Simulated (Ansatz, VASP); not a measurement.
One calculation of V, two programs

```
V
1.0
    -1.47813    1.47813    1.47813
     1.47813   -1.47813    1.47813
     1.47813    1.47813   -1.47813
V
1
Direct
  0.00000 0.00000 0.00000
```

Alike in both runs: task single point; functional PBE; k mesh 20 × 20 × 20; occupations gaussian, width 0.05 eV; no spin polarisation.

```csv
,VASP,Ansatz
version,VASP 6.6.1,Ansatz 0.2.0
potentials or method,"VASP PAW PBE potentials, release 64 (V_sv), cutoff 520 eV","scalar-relativistic, plane waves, PAW"
valence electrons in the cell,13,13
```

|  | VASP | Ansatz | Ansatz less VASP |
| --- | --- | --- | --- |
| gap on the k mesh at the Fermi level (eV) | none | none | - |
| pressure (GPa) | 8.3 | 8.1 | -0.26 |

A gap of «none» marks a metal or a gap that the smearing closes.
